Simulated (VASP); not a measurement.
# BAs (F-43m) in VASP: further runs

Aim: see how the results for BAs move with the level of theory and the settings. Levels: PBEsol, LDA. Tasks: single point.

Program: VASP 6.6.1. These are calculated values, not measurements. Logs are shortened: lines on timing, memory, paths and dates and some standing lists are left out, and cuts for length are marked.

**1. The cell of the first run**

The structure is cubic, space group F-43m (No. 216). Conventional cell: a = 4.784 Å, b = 4.784 Å, c = 4.784 Å, α = 90.00°, β = 90.00°, γ = 90.00°. Within 2.7 Å of B (site symmetry -43m) lie 4 As at 2.07 Å. Within 2.7 Å of As (site symmetry -43m) lie 4 B at 2.07 Å.

**2. Single point, PBEsol**

INCAR reads:

```
ALGO = Normal
EDIFF = 1E-6
ENCUT = 500
GGA = PS
GGA_COMPAT = False
ISIF = 2
ISMEAR = 0
LASPH = True
LCHARG = True
LELF = True
LREAL = False
LVHAR = True
LWAVE = False
NBANDS = 11
NELM = 120
PREC = Accurate
SIGMA = 0.05
```

KPOINTS reads:

```
k-points
0
Gamma
  6 6 6
```

POSCAR reads:

```
BAs
1.0
    0.0000000000      2.3918676038      2.3918676038
    2.3918676038      0.0000000000      2.3918676038
    2.3918676038      2.3918676038      0.0000000000
B As
1 1
Direct
    0.0000000000      0.0000000000      0.0000000000
    0.2500000000      0.2500000000      0.2500000000
```

Potentials or basis: VASP PAW PBE potentials, release 64 (B, As).

Launch:

```console
$ cat potpaw_PBE.64/B/POTCAR potpaw_PBE.64/As/POTCAR > POTCAR
$ mpirun -np 1 vasp_std > vasp.out
```

OUTCAR:

```text
EDIFF = 1E-6
   ENCUT = 500
   GGA = PS
   ISIF = 2
   ISMEAR = 0
   LASPH = True
   LREAL = False
   NELM = 120
   PREC = Accurate

 ion  position               nearest neighbor table
   1  0.000  0.000  0.000-   2 2.07   2 2.07   2 2.07   2 2.07
   2  0.250  0.250  0.250-   1 2.07   1 2.07   1 2.07   1 2.07

  LATTYP: Found a face centered cubic cell.
 ALAT       =     4.7837352076

  Lattice vectors:

 A1 = (   0.0000000000,   2.3918676038,   2.3918676038)
 A2 = (   2.3918676038,   0.0000000000,   2.3918676038)
 A3 = (   2.3918676038,   2.3918676038,   0.0000000000)

Analysis of symmetry for initial positions (statically):
=====================================================================
 Subroutine PRICEL returns:
 Original cell was already a primitive cell.

 Routine SETGRP: Setting up the symmetry group for a
 face centered cubic supercell.

 Subroutine GETGRP returns: Found 24 space group operations
 (whereof 24 operations were pure point group operations)
 out of a pool of 48 trial point group operations.

The static configuration has the point symmetry T_d .

Analysis of symmetry for dynamics (positions and initial velocities):
=====================================================================
 Subroutine PRICEL returns:
 Original cell was already a primitive cell.

 Routine SETGRP: Setting up the symmetry group for a
 face centered cubic supercell.

 Subroutine GETGRP returns: Found 24 space group operations
 (whereof 24 operations were pure point group operations)
 out of a pool of 48 trial point group operations.

The dynamic configuration has the point symmetry T_d .

 Subroutine INISYM returns: Found 24 space group operations
 (whereof 24 operations are pure point group operations),
 and found     1 'primitive' translations

----------------------------------------------------------------------------------------

                                     Primitive cell

  volume of cell :      27.3679

  direct lattice vectors                    reciprocal lattice vectors
     0.000000000  2.391867604  2.391867604    -0.209041671  0.209041671  0.209041671
     2.391867604  0.000000000  2.391867604     0.209041671 -0.209041671  0.209041671
     2.391867604  2.391867604  0.000000000     0.209041671  0.209041671 -0.209041671

  length of vectors
     3.382611605  3.382611605  3.382611605     0.362070795  0.362070795  0.362070795

  position of ions in fractional coordinates (direct lattice)
     0.000000000  0.000000000  0.000000000
     0.250000000  0.250000000  0.250000000

  ion indices of the primitive-cell ions
   primitive index   ion index
                 1           1
                 2           2

----------------------------------------------------------------------------------------

 KPOINTS: k-points

Automatic generation of k-mesh.
 Grid dimensions read from file:
 generate k-points for:    6    6    6

 Generating k-lattice:

  Cartesian coordinates                     Fractional coordinates (reciprocal lattice)
    -0.034840278  0.034840278  0.034840278     0.166666667  0.000000000  0.000000000
     0.034840278 -0.034840278  0.034840278     0.000000000  0.166666667  0.000000000
     0.034840278  0.034840278 -0.034840278     0.000000000  0.000000000  0.166666667

  Length of vectors
     0.060345132  0.060345132  0.060345132

  Shift w.r.t. Gamma in fractional coordinates (k-lattice)
     0.000000000  0.000000000  0.000000000

 Subroutine IBZKPT returns following result:
 ===========================================

 Found     16 irreducible k-points:

 Following reciprocal coordinates:
            Coordinates               Weight
  0.000000  0.000000  0.000000      1.000000
  0.166667  0.000000  0.000000      8.000000
  0.333333  0.000000  0.000000      8.000000
  0.500000  0.000000  0.000000      4.000000
  0.166667  0.166667  0.000000      6.000000
  0.333333  0.166667  0.000000     24.000000
[... 8 lines left out ...]
 -0.333333  0.333333  0.166667     24.000000
 -0.333333  0.500000  0.166667     12.000000
   k-points           NKPTS =     16   k-points in BZ     NKDIM =     16   number of bands    NBANDS=     11
   number of dos      NEDOS =    301   number of ions     NIONS =      2
   total plane-waves  NPLWV =  21952
   dimension x,y,z NGX =    28 NGY =   28 NGZ =   28
   dimension x,y,z NGXF=    56 NGYF=   56 NGZF=   56
   ions per type =               1   1
   NGX,Y,Z   is equivalent  to a cutoff of  13.76, 13.76, 13.76 a.u.
   NGXF,Y,Z  is equivalent  to a cutoff of  27.52, 27.52, 27.52 a.u.
 SYSTEM =  unknown system
   PREC   = accura    normal or accurate (medium, high low for compatibility)
   ISTART =      0    job   : 0-new  1-cont  2-samecut
   ICHARG =      2    charge: 1-file 2-atom 10-const
   ISPIN  =      1    spin polarized calculation?
   LNONCOLLINEAR =      F non collinear calculations
   LSORBIT =      F    spin-orbit coupling
   LASPH  =      T    aspherical Exc in radial PAW
   ENCUT  =  500.0 eV  36.75 Ry    6.06 a.u.   6.17  6.17  6.17*2*pi/ulx,y,z
   NELM   =    120;   NELMIN=  2; NELMDL= -5     # of ELM steps
   EDIFF  = 0.1E-05   stopping-criterion for ELM
   LREAL  =      F    real-space projection
   EDIFFG = 0.1E-04   stopping-criterion for IOM
   NSW    =      0    number of steps for IOM
   IBRION =     -1    ionic relax: 0-MD 1-quasi-New 2-CG
   NFREE  =      0    steps in history (QN), initial steepest desc. (CG)
   ISIF   =      2    stress and relaxation
   ISYM   =      2    0-nonsym 1-usesym 2-fastsym
   POTIM  = 0.5000    time-step for ionic-motion
   TEBEG  =    0.0;   TEEND  =   0.0 temperature during run
   PSTRESS=    0.0 pullay stress
   NELECT =       8.0000    total number of electrons
   NUPDOWN=      -1.0000    fix difference up-down
   EMIN   =  10.00;   EMAX   =-10.00  energy-range for DOS
   EFERMI =   0.00;   METHOD = LEGACY
   ISMEAR =     0;   SIGMA  =   0.05  broadening in eV -4-tet -1-fermi 0-gaus
   EFERMI_NEDOS =   21; number of points for ismear=-14 and -15
   IALGO  =     38    algorithm
   IMIX   =      4    mixing-type and parameters
     AMIX     =   0.40;   BMIX     =  1.00
     AMIX_MAG =   1.60;   BMIX_MAG =  1.00
  volume/ion in A,a.u.               =      13.68        92.34
  Fermi-wavevector in a.u.,A,eV,Ry     =   1.086487  2.053162 16.061039  1.180453
  Thomas-Fermi vector in A             =   2.222624
   LORBIT       =      0    0 simple, 1 ext, 2 COOP (PROOUT), +10 PAW based schemes
   GGA     = PS    functional components
   LHFCALC =     F    Hartree Fock is set to
   AEXX    =    0.0000 exact exchange contribution
   IVDW    =     0    specifies the selected vdW correction
   LEPSILON=     F    determine dielectric tensor
   LRPA    =     F    only Hartree local field effects (RPA)
 non-spin polarized calculation
 Gauss-broadening in eV      SIGMA  =   0.05
  energy-cutoff  :      500.00
  volume of cell :       27.37
 maximum number of plane-waves:       725
 NGX is ok and might be reduce to    28
   NGX = 13   NGY = 13   NGZ = 13

 number of electron       8.0000000 magnetization

 Free energy of the ion-electron system (eV)
  ---------------------------------------------------
  ext. energy  EPLUGINS =         0.00000000
  ---------------------------------------------------
  free energy    TOTEN  =       -12.18382252 eV

  energy without entropy =      -12.18382252  energy(sigma->0) =      -12.18382252

 E-fermi :   6.3095     XC(G=0): -10.7104

 val. band max:        6.0039043381   @ k =   0.0000   0.0000   0.0000
 cond. band min:       7.1872833891   @ k =   0.3333   0.3333   0.0000
 fundamental gap:      1.1833790510
 Fermi energy:         6.3095440610

 k-point     1 :       0.0000    0.0000    0.0000
  band No.  band energies     occupation
      1      -9.3967      2.00000
      2       6.0039      2.00000
      3       6.0039      2.00000
      4       6.0039      2.00000
      5       9.2357      0.00000
      6       9.2357      0.00000
      7       9.2357      0.00000
      8      10.6322      0.00000
      9      15.3268      0.00000
     10      18.9131      0.00000
     11      18.9131      0.00000

 k-point     2 :       0.1667    0.0000    0.0000
  band No.  band energies     occupation
      1      -8.9445      2.00000
      2       3.0334      2.00000
      3       5.3193      2.00000
      4       5.3193      2.00000
      5       9.2445      0.00000
      6      10.1241      0.00000
      7      10.1241      0.00000
      8      12.5926      0.00000
      9      16.7672      0.00000
     10      17.2007      0.00000
     11      17.2007      0.00000

 k-point     3 :       0.3333    0.0000    0.0000
  band No.  band energies     occupation
      1      -7.6798      2.00000
      2      -0.7523      2.00000
      3       4.4858      2.00000
      4       4.4858      2.00000
      5       8.8026      0.00000
      6      10.7777      0.00000
      7      10.7777      0.00000
      8      14.5643      0.00000
      9      17.2821      0.00000
     10      17.9351      0.00000
     11      17.9351      0.00000

 k-point     4 :       0.5000    0.0000    0.0000
  band No.  band energies     occupation
      1      -6.5270      2.00000
      2      -2.8002      2.00000
      3       4.1811      2.00000
      4       4.1811      2.00000
      5       8.6318      0.00000
      6      10.7221      0.00000
      7      10.7221      0.00000
      8      14.6986      0.00000
      9      18.5265      0.00000
     10      20.4675      0.00000
     11      20.4675      0.00000

 k-point     5 :       0.1667    0.1667    0.0000
  band No.  band energies     occupation
      1      -8.7921      2.00000
      2       3.7179      2.00000
      3       4.2833      2.00000
      4       4.2833      2.00000
      5       8.1784      0.00000
      6      11.5710      0.00000
      7      11.5982      0.00000
      8      11.5982      0.00000
      9      15.5780      0.00000
     10      17.5447      0.00000
     11      19.5758      0.00000
[... 99 lines left out ...]
 k-point    13 :       0.5000    0.5000    0.0000
  band No.  band energies     occupation
      1      -5.2239      2.00000
      2      -2.5066      2.00000
      3       1.9142      2.00000
      4       1.9142      2.00000
      5       7.3168      0.00000
      6       7.3438      0.00000
      7      17.3075      0.00000
      8      17.3075      0.00000
      9      18.7436      0.00000
     10      23.1042      0.00000
     11      23.6995      0.00000

 k-point    14 :       0.5000    0.3333    0.1667
  band No.  band energies     occupation
      1      -6.6015      2.00000
      2      -0.7456      2.00000
      3       1.1040      2.00000
      4       2.7712      2.00000
      5       9.7128      0.00000
      6      11.0971      0.00000
      7      11.7930      0.00000
      8      14.9887      0.00000
      9      17.3465      0.00000
     10      19.6089      0.00000
     11      21.9345      0.00000

 k-point    15 :      -0.3333    0.3333    0.1667
  band No.  band energies     occupation
      1      -5.5771      2.00000
      2      -2.0362      2.00000
      3       0.5632      2.00000
      4       2.1177      2.00000
      5      10.2558      0.00000
      6      11.1586      0.00000
      7      13.3911      0.00000
      8      14.8055      0.00000
      9      16.1529      0.00000
     10      20.3602      0.00000
     11      22.1339      0.00000

 k-point    16 :      -0.3333    0.5000    0.1667
  band No.  band energies     occupation
      1      -5.1034      2.00000
      2      -2.1757      2.00000
      3       0.8211      2.00000
      4       1.0151      2.00000
      5       9.6980      0.00000
      6       9.8898      0.00000
      7      14.5872      0.00000
      8      14.7944      0.00000
      9      18.2242      0.00000
     10      21.5342      0.00000
     11      21.7268      0.00000

------------------------ aborting loop because EDIFF is reached ----------------------------------------

  FORCE on cell =-STRESS in cart. coord.  units (eV):
  Direction    XX          YY          ZZ          XY          YZ          ZX
  --------------------------------------------------------------------------------------
  -------------------------------------------------------------------------------------
  Total       -0.0843359     -0.0843359     -0.0843359     -0.0000000     -0.0000000      0.0000000
  in kB       -4.9372132     -4.9372132     -4.9372132     -0.0000000     -0.0000000      0.0000000
  external PRESSURE =      -4.9372132 kB  Pullay stress =       0.0000000 kB

 VOLUME and BASIS-vectors are now :
 -----------------------------------------------------------------------------
  energy-cutoff  :      500.00
  volume of cell :       27.37
      direct lattice vectors                 reciprocal lattice vectors
     0.000000000  2.391867604  2.391867604    -0.209041671  0.209041671  0.209041671
     2.391867604  0.000000000  2.391867604     0.209041671 -0.209041671  0.209041671
     2.391867604  2.391867604  0.000000000     0.209041671  0.209041671 -0.209041671

 POSITION                                       TOTAL-FORCE (eV/Angst)
 -----------------------------------------------------------------------------------
      0.00000      0.00000      0.00000         0.000000      0.000000      0.000000
      1.19593      1.19593      1.19593        -0.000000     -0.000000     -0.000000
 -----------------------------------------------------------------------------------
    total drift:                               -0.000000     -0.000000     -0.000000

  FREE ENERGIE OF THE ION-ELECTRON SYSTEM (eV)
  ---------------------------------------------------
  free  energy   TOTEN  =       -12.1838225191 eV

  energy  without entropy=      -12.1838225191  energy(sigma->0) =      -12.18382252
```

Wall time 7.9 s (1 thread of Intel Xeon 6975P-C, shared host); peak memory 0.15 GiB.

Results:

* Free energy: -12.1838 eV
* Pressure: -0.5 GPa
* Band gap on the k mesh: 1.18 eV, indirect (least direct gap 3.23 eV)

Caveat: the PAW data sets were made with another functional, which shifts forces and pressure a little. A k mesh can miss the band edges.

**3. Single point, LDA**

INCAR reads:

```
PREC = Accurate
ENCUT = 500
EDIFF = 1E-6
ISMEAR = 0
SIGMA = 0.01
LREAL = False
LASPH = True
NELM = 120
ALGO = Normal
ISIF = 2
LWAVE = False
LCHARG = False
NBANDS = 11
GGA_COMPAT = False
```

KPOINTS reads:

```
Automatic mesh
0
Gamma
  6 6 6
```

POSCAR is that of step 2.

Potentials or basis: VASP PAW LDA potentials, release 64 (B, As).

Launch:

```console
$ cat potpaw_LDA.64/B/POTCAR potpaw_LDA.64/As/POTCAR > POTCAR
$ mpirun -np 1 vasp_std > vasp.out
```

OUTCAR:

```text
PREC = Accurate
   ENCUT = 500
   EDIFF = 1E-6
   ISMEAR = 0
   LREAL = False
   LASPH = True
   NELM = 120
   ISIF = 2

 ion  position               nearest neighbor table
   1  0.000  0.000  0.000-   2 2.07   2 2.07   2 2.07   2 2.07
   2  0.250  0.250  0.250-   1 2.07   1 2.07   1 2.07   1 2.07

  LATTYP: Found a face centered cubic cell.
 ALAT       =     4.7837352076

  Lattice vectors:

 A1 = (   0.0000000000,   2.3918676038,   2.3918676038)
 A2 = (   2.3918676038,   0.0000000000,   2.3918676038)
 A3 = (   2.3918676038,   2.3918676038,   0.0000000000)

Analysis of symmetry for initial positions (statically):
=====================================================================
 Subroutine PRICEL returns:
 Original cell was already a primitive cell.

 Routine SETGRP: Setting up the symmetry group for a
 face centered cubic supercell.

 Subroutine GETGRP returns: Found 24 space group operations
 (whereof 24 operations were pure point group operations)
 out of a pool of 48 trial point group operations.

The static configuration has the point symmetry T_d .

Analysis of symmetry for dynamics (positions and initial velocities):
=====================================================================
 Subroutine PRICEL returns:
 Original cell was already a primitive cell.

 Routine SETGRP: Setting up the symmetry group for a
 face centered cubic supercell.

 Subroutine GETGRP returns: Found 24 space group operations
 (whereof 24 operations were pure point group operations)
 out of a pool of 48 trial point group operations.

The dynamic configuration has the point symmetry T_d .

 Subroutine INISYM returns: Found 24 space group operations
 (whereof 24 operations are pure point group operations),
 and found     1 'primitive' translations

----------------------------------------------------------------------------------------

                                     Primitive cell

  volume of cell :      27.3679

[... 106 lines left out ...]
   AEXX    =    0.0000 exact exchange contribution
   IVDW    =     0    specifies the selected vdW correction
   LEPSILON=     F    determine dielectric tensor
   LRPA    =     F    only Hartree local field effects (RPA)
 non-spin polarized calculation
 Gauss-broadening in eV      SIGMA  =   0.01
  energy-cutoff  :      500.00
  volume of cell :       27.37
 maximum number of plane-waves:       725
 NGX is ok and might be reduce to    28
   NGX = 13   NGY = 13   NGZ = 13

 number of electron       8.0000000 magnetization

 Free energy of the ion-electron system (eV)
  ---------------------------------------------------
  ext. energy  EPLUGINS =         0.00000000
  ---------------------------------------------------
  free energy    TOTEN  =       -12.89937147 eV

  energy without entropy =      -12.89937147  energy(sigma->0) =      -12.89937147

 E-fermi :   6.1600     XC(G=0): -10.7645

 val. band max:        6.1154593269   @ k =   0.0000   0.0000   0.0000
 cond. band min:       7.3393547615   @ k =   0.3333   0.3333   0.0000
 fundamental gap:      1.2238954346
 Fermi energy:         6.1600418826

 k-point     1 :       0.0000    0.0000    0.0000
  band No.  band energies     occupation
      1      -9.2252      2.00000
      2       6.1155      2.00000
      3       6.1155      2.00000
      4       6.1155      2.00000
      5       9.3566      0.00000
      6       9.3566      0.00000
      7       9.3566      0.00000
      8      10.7540      0.00000
      9      15.4459      0.00000
     10      19.1266      0.00000
     11      19.1266      0.00000
[... 197 lines left out ...]
 k-point    16 :      -0.3333    0.5000    0.1667
  band No.  band energies     occupation
      1      -4.9925      2.00000
      2      -1.9546      2.00000
      3       0.9728      2.00000
      4       1.1645      2.00000
      5       9.8494      0.00000
      6      10.0062      0.00000
      7      14.6841      0.00000
      8      14.8673      0.00000
      9      18.2269      0.00000
     10      21.5958      0.00000
     11      21.8225      0.00000

------------------------ aborting loop because EDIFF is reached ----------------------------------------

  FORCE on cell =-STRESS in cart. coord.  units (eV):
  Direction    XX          YY          ZZ          XY          YZ          ZX
  --------------------------------------------------------------------------------------
  -------------------------------------------------------------------------------------
  Total       -0.6178742     -0.6178742     -0.6178742     -0.0000000      0.0000000      0.0000000
  in kB      -36.1717254    -36.1717254    -36.1717254     -0.0000000      0.0000000      0.0000000
  external PRESSURE =     -36.1717254 kB  Pullay stress =       0.0000000 kB

 VOLUME and BASIS-vectors are now :
 -----------------------------------------------------------------------------
  energy-cutoff  :      500.00
  volume of cell :       27.37
      direct lattice vectors                 reciprocal lattice vectors
     0.000000000  2.391867604  2.391867604    -0.209041671  0.209041671  0.209041671
     2.391867604  0.000000000  2.391867604     0.209041671 -0.209041671  0.209041671
     2.391867604  2.391867604  0.000000000     0.209041671  0.209041671 -0.209041671

 POSITION                                       TOTAL-FORCE (eV/Angst)
 -----------------------------------------------------------------------------------
      0.00000      0.00000      0.00000         0.000000      0.000000      0.000000
      1.19593      1.19593      1.19593        -0.000000     -0.000000     -0.000000
 -----------------------------------------------------------------------------------
    total drift:                               -0.000000     -0.000000     -0.000000

  FREE ENERGIE OF THE ION-ELECTRON SYSTEM (eV)
  ---------------------------------------------------
  free  energy   TOTEN  =       -12.8993714688 eV

  energy  without entropy=      -12.8993714688  energy(sigma->0) =      -12.89937147
```

Run time: 5.1 s. Hardware: 1 thread of Intel Xeon 6975P-C, shared host; peak memory 0.14 GiB.

What came out:

```yaml
Free_energy: -12.8994 eV
Pressure: -3.6 GPa
Band_gap_on_the_k_mesh: 1.22 eV, indirect (least direct gap 3.24 eV)
```

A k mesh can miss the band edges.

(Continued in part 2 of 2.)
